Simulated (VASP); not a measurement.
# Al2Cl3 (P-3m1) in VASP: a series of runs

The runs below take Al2Cl3 through relaxation of cell and atoms, with PBE.

Program: VASP 6.6.1. These are calculated values, not measurements. Logs are shortened: lines on timing, memory, paths and dates and some standing lists are left out, and cuts for length are marked.

**1. The cell of the first run**

The structure is trigonal, space group P-3m1 (No. 164). The conventional cell has a = 4.108 Å, b = 4.108 Å, c = 9.397 Å, α = 90.00°, β = 90.00°, γ = 120.00°. Within 3.5 Å of Al (site symmetry 3m) lie 6 Cl at 2.66 to 2.90 Å. Cl (site symmetry -3m) has 6 Al at 2.90 Å and 6 Cl at 3.73 Å within 3.8 Å. Cl (site symmetry 3m) has 3 Al at 2.66 Å within 3.5 Å.

**2. Relaxation of cell and atoms, PBE**

Input file INCAR:

```
SYSTEM = Al2Cl3
  PREC = Accurate
  ENCUT = 600
  EDIFF = 1E-7
  ISMEAR = 0
  SIGMA = 0.1
  LREAL = .False.
  LASPH = .True.
  NELM = 80
  ALGO = Normal
  ISIF = 3
  LWAVE = .False.
  LCHARG = .False.
  GGA = PE
  IBRION = 2
  NSW = 100
  EDIFFG = -0.01
```

Input file KPOINTS:

```
Automatic mesh
0
Gamma
  12 12 4
  0 0 0
```

Input file POSCAR:

```
Al2Cl3
1.0
    4.1081900007      0.0000000000      0.0000000000
   -2.0540950004      3.5577969042      0.0000000000
    0.0000000000      0.0000000000      9.3970431349
Al Cl
2 3
Direct
    0.3333333333      0.6666666667      0.1768292775
    0.6666666667      0.3333333333      0.8231707225
    0.0000000000      0.0000000000      0.0000000000
    0.3333333333      0.6666666667      0.6942015105
    0.6666666667      0.3333333333      0.3057984895
```

Potentials or basis: VASP PAW PBE potentials, release 64 (Al, Cl).

Launch:

```console
cat potpaw_PBE.64/Al/POTCAR potpaw_PBE.64/Cl/POTCAR > POTCAR
mpirun -np 1 vasp_std > vasp.out
```

OUTCAR:

```text
SYSTEM = Al2Cl3
   PREC = Accurate
   ENCUT = 600
   EDIFF = 1E-7
   ISMEAR = 0
   LREAL = .False.
   LASPH = .True.
   NELM = 80
   ISIF = 3
   GGA = PE
   IBRION = 2
   NSW = 100
   EDIFFG = -0.01

 ion  position               nearest neighbor table
   1  0.333  0.667  0.177-   5 2.66   5 2.66   5 2.66   3 2.90   3 2.90   3 2.90
   2  0.667  0.333  0.823-   4 2.66   4 2.66   4 2.66   3 2.90   3 2.90   3 2.90
   3  0.000  0.000  0.000-   1 2.90   2 2.90   2 2.90   1 2.90   2 2.90   1 2.90
   4  0.333  0.667  0.694-   2 2.66   2 2.66   2 2.66
   5  0.667  0.333  0.306-   1 2.66   1 2.66   1 2.66

  LATTYP: Found a hexagonal cell.
 ALAT       =     4.1081900007
 C/A-ratio  =     2.2873925338

  Lattice vectors:

 A1 = (   4.1081900007,   0.0000000000,   0.0000000000)
 A2 = (  -2.0540950004,   3.5577969042,   0.0000000000)
 A3 = (   0.0000000000,   0.0000000000,   9.3970431349)

Analysis of symmetry for initial positions (statically):
=====================================================================
 Subroutine PRICEL returns:
 Original cell was already a primitive cell.

 Routine SETGRP: Setting up the symmetry group for a
 hexagonal supercell.

 Subroutine GETGRP returns: Found 12 space group operations
 (whereof 12 operations were pure point group operations)
 out of a pool of 24 trial point group operations.

The static configuration has the point symmetry D_3d.

Analysis of symmetry for dynamics (positions and initial velocities):
=====================================================================
 Subroutine PRICEL returns:
 Original cell was already a primitive cell.

 Routine SETGRP: Setting up the symmetry group for a
 hexagonal supercell.

 Subroutine GETGRP returns: Found 12 space group operations
 (whereof 12 operations were pure point group operations)
 out of a pool of 24 trial point group operations.

The dynamic configuration has the point symmetry D_3d.

 Subroutine INISYM returns: Found 12 space group operations
 (whereof 12 operations are pure point group operations),
 and found     1 'primitive' translations

----------------------------------------------------------------------------------------

                                     Primitive cell

  volume of cell :     137.3482

  direct lattice vectors                    reciprocal lattice vectors
     4.108190001  0.000000000  0.000000000     0.243416200  0.140536409  0.000000000
    -2.054095000  3.557796904  0.000000000     0.000000000  0.281072818  0.000000000
     0.000000000  0.000000000  9.397043135     0.000000000  0.000000000  0.106416453

  length of vectors
     4.108190001  4.108190001  9.397043135     0.281072818  0.281072818  0.106416453

  position of ions in fractional coordinates (direct lattice)
     0.333333333  0.666666667  0.176829277
     0.666666667  0.333333333  0.823170723
     0.000000000  0.000000000  0.000000000
     0.333333333  0.666666667  0.694201511
     0.666666667  0.333333333  0.305798489

  ion indices of the primitive-cell ions
   primitive index   ion index
                 1           1
                 2           2
                 3           3
                 4           4
                 5           5

----------------------------------------------------------------------------------------

 KPOINTS: Automatic mesh

Automatic generation of k-mesh.
 Grid dimensions read from file:
 generate k-points for:   12   12    4

 Generating k-lattice:

  Cartesian coordinates                     Fractional coordinates (reciprocal lattice)
     0.020284683  0.011711367  0.000000000     0.083333333  0.000000000  0.000000000
     0.000000000  0.023422735  0.000000000     0.000000000  0.083333333  0.000000000
     0.000000000  0.000000000  0.026604113     0.000000000  0.000000000  0.250000000

  Length of vectors
     0.023422735  0.023422735  0.026604113

  Shift w.r.t. Gamma in fractional coordinates (k-lattice)
     0.000000000  0.000000000  0.000000000

 Subroutine IBZKPT returns following result:
 ===========================================

 Found     69 irreducible k-points:

 Following reciprocal coordinates:
            Coordinates               Weight
  0.000000  0.000000  0.000000      1.000000
  0.083333  0.000000  0.000000      6.000000
  0.166667  0.000000  0.000000      6.000000
  0.250000  0.000000  0.000000      6.000000
  0.333333  0.000000  0.000000      6.000000
  0.416667  0.000000  0.000000      6.000000
[... 16 lines left out ...]
  0.166667  0.000000  0.250000      6.000000
  0.000000  0.166667  0.250000      6.000000
 [... further k-points ...]
   k-points           NKPTS =     69   k-points in BZ     NKDIM =     69   number of bands    NBANDS=     17
   number of dos      NEDOS =    301   number of ions     NIONS =      5
   total plane-waves  NPLWV = 103680
   dimension x,y,z NGX =    36 NGY =   36 NGZ =   80
   dimension x,y,z NGXF=    72 NGYF=   72 NGZF=  160
   ions per type =               2   3
   NGX,Y,Z   is equivalent  to a cutoff of  14.57, 14.57, 14.15 a.u.
   NGXF,Y,Z  is equivalent  to a cutoff of  29.14, 29.14, 28.31 a.u.
 SYSTEM =  Al2Cl3
   PREC   = accura    normal or accurate (medium, high low for compatibility)
   ISTART =      0    job   : 0-new  1-cont  2-samecut
   ICHARG =      2    charge: 1-file 2-atom 10-const
   ISPIN  =      1    spin polarized calculation?
   LNONCOLLINEAR =      F non collinear calculations
   LSORBIT =      F    spin-orbit coupling
   LASPH  =      T    aspherical Exc in radial PAW
   ENCUT  =  600.0 eV  44.10 Ry    6.64 a.u.   8.21  8.21 18.77*2*pi/ulx,y,z
   NELM   =     80;   NELMIN=  2; NELMDL= -5     # of ELM steps
   EDIFF  = 0.1E-06   stopping-criterion for ELM
   LREAL  =      F    real-space projection
   EDIFFG = -.1E-01   stopping-criterion for IOM
   NSW    =    100    number of steps for IOM
   IBRION =      2    ionic relax: 0-MD 1-quasi-New 2-CG
   NFREE  =      1    steps in history (QN), initial steepest desc. (CG)
   ISIF   =      3    stress and relaxation
   ISYM   =      2    0-nonsym 1-usesym 2-fastsym
   POTIM  = 0.5000    time-step for ionic-motion
   TEBEG  =    0.0;   TEEND  =   0.0 temperature during run
   PSTRESS=    0.0 pullay stress
   NELECT =      27.0000    total number of electrons
   NUPDOWN=      -1.0000    fix difference up-down
   EMIN   =  10.00;   EMAX   =-10.00  energy-range for DOS
   EFERMI =   0.00;   METHOD = LEGACY
   ISMEAR =     0;   SIGMA  =   0.10  broadening in eV -4-tet -1-fermi 0-gaus
   EFERMI_NEDOS =   21; number of points for ismear=-14 and -15
   IALGO  =     38    algorithm
   IMIX   =      4    mixing-type and parameters
     AMIX     =   0.40;   BMIX     =  1.00
     AMIX_MAG =   1.60;   BMIX_MAG =  1.00
  volume/ion in A,a.u.               =      27.47       185.37
  Fermi-wavevector in a.u.,A,eV,Ry     =   0.951894  1.798818 12.328261  0.906102
  Thomas-Fermi vector in A             =   2.080406
   LORBIT       =      0    0 simple, 1 ext, 2 COOP (PROOUT), +10 PAW based schemes
   GGA     = PE    functional components
   LHFCALC =     F    Hartree Fock is set to
   AEXX    =    0.0000 exact exchange contribution
   IVDW    =     0    specifies the selected vdW correction
   LEPSILON=     F    determine dielectric tensor
   LRPA    =     F    only Hartree local field effects (RPA)
 conjugate gradient relaxation of ions
 non-spin polarized calculation
 Gauss-broadening in eV      SIGMA  =   0.10
  energy-cutoff  :      600.00
  volume of cell :      137.35
 maximum number of plane-waves:      4615
 NGX is ok and might be reduce to    36
   NGX = 17   NGY = 17   NGZ = 37

--------------------------------------- Ionic step        1  -------------------------------------------

 number of electron      27.0000000 magnetization

 Free energy of the ion-electron system (eV)
  ---------------------------------------------------
  ext. energy  EPLUGINS =         0.00000000
  ---------------------------------------------------
  free energy    TOTEN  =       -15.67983939 eV

  energy without entropy =      -15.66838381  energy(sigma->0) =      -15.67411160

------------------------ aborting loop because EDIFF is reached ----------------------------------------

  FORCE on cell =-STRESS in cart. coord.  units (eV):
  Direction    XX          YY          ZZ          XY          YZ          ZX
  --------------------------------------------------------------------------------------
  -------------------------------------------------------------------------------------
  Total        0.0427229      0.0427229     -0.0812811     -0.0000000      0.0000000     -0.0000000
  in kB        0.4983655      0.4983655     -0.9481509     -0.0000000      0.0000000     -0.0000000
  external PRESSURE =       0.0161934 kB  Pullay stress =       0.0000000 kB
[... 180 lines left out ...]
  energy  without entropy=      -15.6698498758  energy(sigma->0) =      -15.67529334

--------------------------------------- Ionic step        6  -------------------------------------------

 number of electron      27.0000000 magnetization

 Free energy of the ion-electron system (eV)
  ---------------------------------------------------
  ext. energy  EPLUGINS =         0.00000000
  ---------------------------------------------------
  free energy    TOTEN  =       -15.68075103 eV

  energy without entropy =      -15.66989863  energy(sigma->0) =      -15.67532483

 E-fermi :   2.9769     XC(G=0):  -7.9020

 val. band max:        2.9585968675   @ k =   0.2500   0.1667   0.0000
 cond. band min:       3.0242950788   @ k =   0.2500   0.2500   0.5000
 fundamental gap:      0.0656982112
 Fermi energy:         2.9768651044

 k-point     1 :       0.0000    0.0000    0.0000
  band No.  band energies     occupation
      1     -13.8240      2.00000
      2     -13.2964      2.00000
      3     -13.1791      2.00000
      4      -3.5417      2.00000
      5      -2.3340      2.00000
      6      -1.5493      2.00000
[... 9 lines left out ...]
     16       5.9087      0.00000
     17       5.9087      0.00000
[... 443 lines left out ...]
      1     -13.7470      2.00000
      2     -13.2700      2.00000
      3     -13.1381      2.00000
      4      -3.5236      2.00000
      5      -2.8104      2.00000
      6      -1.9270      2.00000
[... 9 lines left out ...]
     16       5.5086      0.00000
     17       6.2333      0.00000

 [... further k-points ...]
[... 5 lines left out ...]
  --------------------------------------------------------------------------------------
  -------------------------------------------------------------------------------------
  Total        0.0111841      0.0111841      0.0198323     -0.0000000      0.0000000     -0.0000000
  in kB        0.1307813      0.1307813      0.2319080     -0.0000000      0.0000000     -0.0000000
  external PRESSURE =       0.1644902 kB  Pullay stress =       0.0000000 kB
[... 20 lines left out ...]
  FREE ENERGIE OF THE ION-ELECTRON SYSTEM (eV)
  ---------------------------------------------------
  free  energy   TOTEN  =       -15.6807510317 eV

  energy  without entropy=      -15.6698986332  energy(sigma->0) =      -15.67532483

 reached required accuracy - stopping structural energy minimisation
```

It took 7.8 min on 1 thread of AMD EPYC 9R45 (Zen 5), shared host; peak memory 0.39 GiB.

Results:

- Free energy: -15.6808 eV
- Relaxed volume: 27.40 Å³/atom
- Relaxed cell: a = 4.124 Å, b = 4.124 Å, c = 9.303 Å, α = 90.00°, β = 90.00°, γ = 120.00°
- Space group after relaxing (to 0.05 Å): P-3m1 (No. 164)
- Energy gained by relaxing: 0.2 meV/atom
- Ionic steps: 6
- Pressure after relaxing: 0.0 GPa
- Largest force after relaxing: 0.008 eV/Å

Forces on the atoms (eV/Å):
```
Al   0.000  0.000  0.001
Al   0.000  0.000 -0.001
Cl   0.000  0.000  0.000
Cl   0.000  0.000  0.008
Cl   0.000  0.000 -0.008
```

The path:
```
step  energy change (eV)  largest force (eV/Å)  pressure (GPa)  volume (Å³)
   1              0.0000                0.0170            0.00       137.35
   2             -0.0001                0.0160           -0.01       137.35
   3             -0.0005                0.0189           -0.03       137.37
   4             -0.0008                0.0241           -0.07       137.40
   5             -0.0009                0.0132           -0.01       137.13
   6             -0.0009                0.0083            0.02       137.01
```

Final structure:
```
CELL_PARAMETERS angstrom
4.12387 0.00000 0.00000
-2.06194 3.57138 0.00000
0.00000 0.00000 9.30307
ATOMIC_POSITIONS crystal
Al 0.33333 0.66667 0.17586
Al 0.66667 0.33333 0.82414
Cl 0.00000 0.00000 0.00000
Cl 0.33333 0.66667 0.69534
Cl 0.66667 0.33333 0.30466
```

Caveat: this functional lacks dispersion, which binds the layers, so the pressure and a relaxed spacing across them are unreliable; an odd number of electrons without spin polarisation forces a metal; a magnetic or distorted state may lie lower.

**3. Relaxation of cell and atoms, PBE**

This run uses another cell than the first one, of 23.21 Å³/atom, 0.845 times its volume.

Input file INCAR:

```
SYSTEM = Al2Cl3
ALGO     = Normal         ! electronic algorithm
EDIFF    = 1E-6           ! SCF threshold, eV
EDIFFG   = -0.01          ! ionic threshold
ENCUT    = 600            ! plane-wave cutoff, eV
GGA      = PE             ! functional
IBRION   = 2              ! ionic algorithm
ISIF     = 3              ! what is computed and relaxed
ISMEAR   = 0              ! smearing method
LASPH    = .True.         ! aspherical terms in the spheres
LCHARG   = .False.        ! write CHGCAR
LREAL    = .False.        ! projectors in reciprocal space
LWAVE    = .False.        ! write WAVECAR
NELM     = 60             ! most SCF steps
NSW      = 100            ! ionic steps
PREC     = Accurate       ! precision mode
SIGMA    = 0.1            ! smearing width, eV
```

Input file KPOINTS:

```
k-points
0
Gamma
  12 12 6
  0 0 0
```

Input file POSCAR:

```
Al2Cl3
1.0
    4.7415147345      0.0000000000      0.0000000000
   -2.3707573673      4.1062722125      0.0000000000
    0.0000000000      0.0000000000      5.9592453711
Al Cl
2 3
Direct
    0.3333333333      0.6666666667      0.2196990753
    0.6666666667      0.3333333333      0.7803009247
    0.0000000000      0.0000000000      0.0000000000
    0.3333333333      0.6666666667      0.6495153639
    0.6666666667      0.3333333333      0.3504846361
```

Potentials or basis: VASP PAW PBE potentials, release 64 (Al, Cl).

Launch:

```console
cat potpaw_PBE.64/Al/POTCAR potpaw_PBE.64/Cl/POTCAR > POTCAR
mpirun -np 1 vasp_std > vasp.out
```

Run time: 5.7 min. Hardware: 1 thread of AMD EPYC 9R45 (Zen 5), shared host; peak memory 0.37 GiB.

It converged, with:

```yaml
Free_energy: -15.3698 eV
Relaxed_volume: 23.09 Å³/atom
Relaxed_cell: a = 4.714 Å, b = 4.714 Å, c = 5.998 Å, α = 90.00°, β = 90.00°, γ = 120.00°
Space_group_after_relaxing_to_0.05_Å: P-3m1 (No. 164)
Energy_gained_by_relaxing: 0.3 meV/atom
Ionic_steps: 5
Pressure_after_relaxing: 0.0 GPa
Largest_force_after_relaxing: 0.006 eV/Å
```

Forces in eV/Å, atoms in the order of the input:
```
Al   0.000  0.000  0.004
Al   0.000  0.000 -0.004
Cl   0.000  0.000  0.000
Cl   0.000  0.000  0.006
Cl   0.000  0.000 -0.006
```

Step by step:
```
step  energy change (eV)  largest force (eV/Å)  pressure (GPa)  volume (Å³)
   1              0.0000                0.0420           -0.13       116.03
   2             -0.0004                0.0335           -0.04       115.70
   3             -0.0006                0.0220            0.10       115.25
   4             -0.0010                0.0153            0.07       115.30
   5             -0.0015                0.0061            0.03       115.45
```

Final structure:
```cif
data_structure
_symmetry_space_group_name_H-M 'P 1'
_symmetry_Int_Tables_number 1
_cell_length_a 4.7144
_cell_length_b 4.7144
_cell_length_c 5.9982
_cell_angle_alpha 90.000
_cell_angle_beta 90.000
_cell_angle_gamma 120.000
_cell_volume 115.45
loop_
_atom_site_label
_atom_site_type_symbol
_atom_site_fract_x
_atom_site_fract_y
_atom_site_fract_z
_atom_site_occupancy
Al1 Al 0.33333 0.66667 0.21918 1
Al2 Al 0.66667 0.33333 0.78082 1
Cl1 Cl 0.00000 0.00000 0.00000 1
Cl2 Cl 0.33333 0.66667 0.64679 1
Cl3 Cl 0.66667 0.33333 0.35321 1
```

Levels at points of the mesh, in eV from the Fermi level:
```tsv
k point	band 11	band 12	band 13	band 14	band 15	band 16	band 17
(0.00, 0.00, 0.00)	-3.21	-3.09	-2.76	0.00	2.83	2.83	3.42
(0.50, 0.00, 0.00)	-3.46	-2.47	-1.47	0.35	3.32	3.87	4.35
(0.00, 0.00, 0.50)	-3.62	-3.62	-0.45	-0.06	1.87	1.88	1.88
(0.50, 0.00, 0.50)	-2.77	-2.75	-0.57	0.52	2.09	3.32	4.16
```

Caveat: an odd number of electrons without spin polarisation forces a metal; a magnetic or distorted state may lie lower.
